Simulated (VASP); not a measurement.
# In3Se (Cmmm) in VASP: single point with PBEsol+D3(BJ)

Aim: the single point of In3Se with PBEsol+D3(BJ).

Everything below comes from runs of VASP 6.6.1. Logs are shortened: lines on timing, memory, paths and dates and some standing lists are left out, and cuts for length are marked.

## (1) The cell of the first run

Symmetry: Cmmm, No. 65, orthorhombic system. Conventional cell: a = 6.367 Å, b = 6.610 Å, c = 4.588 Å, α = 90.00°, β = 90.00°, γ = 90.00°. Within 4.2 Å of In (site symmetry mmm) lie 4 Se at 3.18 to 3.30 Å and 8 In at 3.24 Å. In (site symmetry 2/m) has 8 In at 3.18 to 3.30 Å and 4 Se at 3.24 Å within 4.2 Å. Within 4.2 Å of Se (site symmetry mmm) lie 12 In at 3.18 to 3.30 Å.

## (2) Single point, PBEsol+D3(BJ) (strain +0.0375 x Voigt [0, 0, 0, 1, 0, 0])

The input, INCAR:

```
ALGO = Normal
EDIFF = 1E-7
ENCUT = 520
GGA = PS
ISIF = 2
ISMEAR = 0
IVDW = 12
LASPH = T
LCHARG = F
LREAL = F
LWAVE = F
NBANDS = 30
NELM = 100
PREC = Accurate
SIGMA = 0.15
```

The input, KPOINTS:

```
k-points
0
Gamma
  10 10 10
```

The input, POSCAR:

```
In3Se
1.0
    4.5878535042      0.0000000000      0.0000000000
    0.0000000000      4.5878535042      0.0860222532
    0.0000000000      0.0860222532      4.5878535042
In Se
3 1
Direct
    0.0000000000      0.5000000000      0.5000000000
    0.5000000000      0.0000000000      0.5000000000
    0.5000000000      0.5000000000      0.0000000000
    0.0000000000      0.0000000000      0.0000000000
```

Potentials or basis: VASP PAW PBE potentials, release 64 (In_d, Se).

Command:

```
> cat potpaw_PBE.64/In_d/POTCAR potpaw_PBE.64/Se/POTCAR > POTCAR
> mpirun -np 1 vasp_std > vasp.out
```

OUTCAR:

```text
EDIFF = 1E-7
   ENCUT = 520
   GGA = PS
   ISIF = 2
   ISMEAR = 0
   IVDW = 12
   LASPH = T
   LREAL = F
   NELM = 100
   PREC = Accurate
 IVDW          = 12

 ion  position               nearest neighbor table
   1  0.000  0.500  0.500-   4 3.18   4 3.18   3 3.24   2 3.24   2 3.24   3 3.24   2 3.24   3 3.24
                             3 3.24   2 3.24   4 3.30   4 3.30
   2  0.500  0.000  0.500-   3 3.18   3 3.18   1 3.24   4 3.24   1 3.24   4 3.24   1 3.24   4 3.24
                             4 3.24   1 3.24   3 3.30   3 3.30
   3  0.500  0.500  0.000-   2 3.18   2 3.18   1 3.24   1 3.24   4 3.24   4 3.24   1 3.24   4 3.24
                             1 3.24   4 3.24   2 3.30   2 3.30
   4  0.000  0.000  0.000-   1 3.18   1 3.18   2 3.24   2 3.24   3 3.24   3 3.24   2 3.24   3 3.24
                             2 3.24   3 3.24   1 3.30   1 3.30

  LATTYP: Found a base centered orthorhombic cell.
 ALAT       =     6.3665508107
 B/A-ratio  =     1.0382165605
 C/A-ratio  =     0.7206183757

  Lattice vectors:

 A1 = (   0.0000000000,  -0.0860222532,  -4.5878535042)
 A2 = (   0.0000000000,   4.5878535042,   0.0860222532)
 A3 = (   4.5878535042,   0.0000000000,   0.0000000000)

Analysis of symmetry for initial positions (statically):
=====================================================================
 Subroutine PRICEL returns:
 Original cell was already a primitive cell.

 Routine SETGRP: Setting up the symmetry group for a
 base centered orthorhombic supercell.

 Subroutine GETGRP returns: Found  8 space group operations
 (whereof  8 operations were pure point group operations)
 out of a pool of  8 trial point group operations.

The static configuration has the point symmetry D_2h.

Analysis of symmetry for dynamics (positions and initial velocities):
=====================================================================
 Subroutine PRICEL returns:
 Original cell was already a primitive cell.

 Routine SETGRP: Setting up the symmetry group for a
 base centered orthorhombic supercell.

 Subroutine GETGRP returns: Found  8 space group operations
 (whereof  8 operations were pure point group operations)
 out of a pool of  8 trial point group operations.

The dynamic configuration has the point symmetry D_2h.

 Subroutine INISYM returns: Found  8 space group operations
 (whereof  8 operations are pure point group operations),
 and found     1 'primitive' translations

[... 99 lines left out ...]
   LREAL  =      F    real-space projection
   EDIFFG = 0.1E-05   stopping-criterion for IOM
   NSW    =      0    number of steps for IOM
   IBRION =     -1    ionic relax: 0-MD 1-quasi-New 2-CG
   NFREE  =      0    steps in history (QN), initial steepest desc. (CG)
   ISIF   =      2    stress and relaxation
   ISYM   =      2    0-nonsym 1-usesym 2-fastsym
   POTIM  = 0.5000    time-step for ionic-motion
   TEBEG  =    0.0;   TEEND  =   0.0 temperature during run
   PSTRESS=    0.0 pullay stress
   NELECT =      45.0000    total number of electrons
   NUPDOWN=      -1.0000    fix difference up-down
   EMIN   =  10.00;   EMAX   =-10.00  energy-range for DOS
   EFERMI =   0.00;   METHOD = LEGACY
   ISMEAR =     0;   SIGMA  =   0.15  broadening in eV -4-tet -1-fermi 0-gaus
   EFERMI_NEDOS =   21; number of points for ismear=-14 and -15
   IALGO  =     38    algorithm
   IMIX   =      4    mixing-type and parameters
     AMIX     =   0.40;   BMIX     =  1.00
     AMIX_MAG =   1.60;   BMIX_MAG =  1.00
  volume/ion in A,a.u.               =      24.13       162.86
  Fermi-wavevector in a.u.,A,eV,Ry     =   1.269366  2.398755 21.922949  1.611291
  Thomas-Fermi vector in A             =   2.402412
   LORBIT       =      0    0 simple, 1 ext, 2 COOP (PROOUT), +10 PAW based schemes
   GGA     = PS    functional components
   LHFCALC =     F    Hartree Fock is set to
   AEXX    =    0.0000 exact exchange contribution
   IVDW    =    12    specifies the selected vdW correction
   LEPSILON=     F    determine dielectric tensor
   LRPA    =     F    only Hartree local field effects (RPA)
 non-spin polarized calculation
 Gauss-broadening in eV      SIGMA  =   0.15
  energy-cutoff  :      520.00
  volume of cell :       96.53
 maximum number of plane-waves:      2634
 NGX is ok and might be reduce to    36
   NGX = 17   NGY = 17   NGZ = 17

 number of electron      44.9999976 magnetization

 Free energy of the ion-electron system (eV)
  ---------------------------------------------------
  ext. energy  EPLUGINS =         0.00000000
  ---------------------------------------------------
  free energy    TOTEN  =       -13.20668164 eV

  energy without entropy =      -13.18856844  energy(sigma->0) =      -13.19762504

 E-fermi :   7.2754     XC(G=0): -10.5501

 val. band max:        7.2739981988   @ k =   0.4000   0.1000   0.0000
 cond. band min:       7.2840695641   @ k =   0.2000   0.3000   0.1000
 fundamental gap:      0.0100713653
 Fermi energy:         7.2754063131

 k-point     1 :       0.0000    0.0000    0.0000
  band No.  band energies     occupation
      1      -7.6009      2.00000
      2      -7.5516      2.00000
      3      -7.5441      2.00000
      4      -7.5278      2.00000
      5      -7.3765      2.00000
      6      -7.3737      2.00000
[... 781 lines left out ...]
     29      11.8090      0.00000
     30      14.1933      0.00000

 [... further k-points ...]

------------------------ aborting loop because EDIFF is reached ----------------------------------------

 Edisp (eV)   -1.48042

 E8    (eV) :    -1.0422

  FORCE on cell =-STRESS in cart. coord.  units (eV):
  Direction    XX          YY          ZZ          XY          YZ          ZX
  --------------------------------------------------------------------------------------
  -------------------------------------------------------------------------------------
  Total      -0.04030     0.03952     0.03952     0.00000    -0.25171     0.00000
  in kB      -0.66885     0.65599     0.65599     0.00000    -4.17771     0.00000
  external pressure =        0.21 kB  Pullay stress =        0.00 kB

 VOLUME and BASIS-vectors are now :
 -----------------------------------------------------------------------------
  energy-cutoff  :      520.00
  volume of cell :       96.53
      direct lattice vectors                 reciprocal lattice vectors
     4.587853504  0.000000000  0.000000000     0.217966855  0.000000000  0.000000000
     0.000000000  4.587853504  0.086022253     0.000000000  0.218043511 -0.004088316
     0.000000000  0.086022253  4.587853504     0.000000000 -0.004088316  0.218043511

 POSITION                                       TOTAL-FORCE (eV/Angst)
 -----------------------------------------------------------------------------------
      0.00000      2.33694      2.33694         0.000000     -0.000000      0.000000
      2.29393      0.04301      2.29393         0.000000     -0.000000      0.000000
      2.29393      2.29393      0.04301         0.000000      0.000000      0.000000
      0.00000      0.00000      0.00000         0.000000     -0.000000      0.000000
 -----------------------------------------------------------------------------------
    total drift:                                0.000000      0.000000      0.000000

  FREE ENERGIE OF THE ION-ELECTRON SYSTEM (eV)
  ---------------------------------------------------
  free  energy   TOTEN  =       -14.6871024385 eV

  energy  without entropy=      -14.6689892469  energy(sigma->0) =      -14.67804584
```

OSZICAR:

```text
N       E                     dE             d eps       ncg     rms          rms(c)
DAV:   1     0.411630713520E+03    0.41163E+03   -0.21437E+04 11168   0.196E+03
DAV:   2     0.291362950799E+02   -0.38249E+03   -0.37390E+03 11196   0.459E+02
DAV:   3    -0.115883196007E+02   -0.40725E+02   -0.39434E+02 13784   0.164E+02
DAV:   4    -0.133822673974E+02   -0.17939E+01   -0.17887E+01 13012   0.359E+01
DAV:   5    -0.134556176723E+02   -0.73350E-01   -0.73343E-01 16192   0.628E+00    0.514E+00
DAV:   6    -0.132246678947E+02    0.23095E+00   -0.63190E-01 15228   0.983E+00    0.301E+00
DAV:   7    -0.132112355966E+02    0.13432E-01   -0.12613E-01 15176   0.257E+00    0.950E-01
DAV:   8    -0.132072650033E+02    0.39706E-02   -0.10749E-02 16338   0.722E-01    0.294E-01
DAV:   9    -0.132067054383E+02    0.55956E-03   -0.22204E-03 15842   0.335E-01    0.128E-01
DAV:  10    -0.132066810222E+02    0.24416E-04   -0.27033E-04 15768   0.190E-01    0.519E-02
DAV:  11    -0.132066846785E+02   -0.36563E-05   -0.62378E-05 16578   0.459E-02    0.134E-02
DAV:  12    -0.132066816731E+02    0.30054E-05   -0.68083E-06 15528   0.315E-02    0.664E-03
DAV:  13    -0.132066815430E+02    0.13009E-06   -0.74924E-07 12180   0.412E-03    0.517E-03
DAV:  14    -0.132066816632E+02   -0.12017E-06   -0.20223E-07  9344   0.345E-03    0.838E-04
DAV:  15    -0.132066816350E+02    0.28137E-07   -0.10294E-07  9236   0.171E-03
   1 F= -.14687102E+02 E0= -.14678046E+02  d E =-.181132E-01
```

Run time: 7.4 min. Hardware: 1 thread of Intel Xeon 6975P-C, shared host; peak memory 0.55 GiB.

Results:

| Quantity | Value |
| --- | --- |
| Free energy | -14.6871 eV |
| Pressure | 0.0 GPa |
| Dispersion energy per atom | -0.370 eV |

Caveat: the cell differs from its parent crystal (strain +0.0375 x Voigt [0, 0, 0, 1, 0, 0]); the PAW data sets were made with another functional, which shifts forces and pressure a little; spin-orbit coupling is left out, which moves the levels of the heavy elements; pairwise dispersion overbinds metals, which lowers pressure and volume.
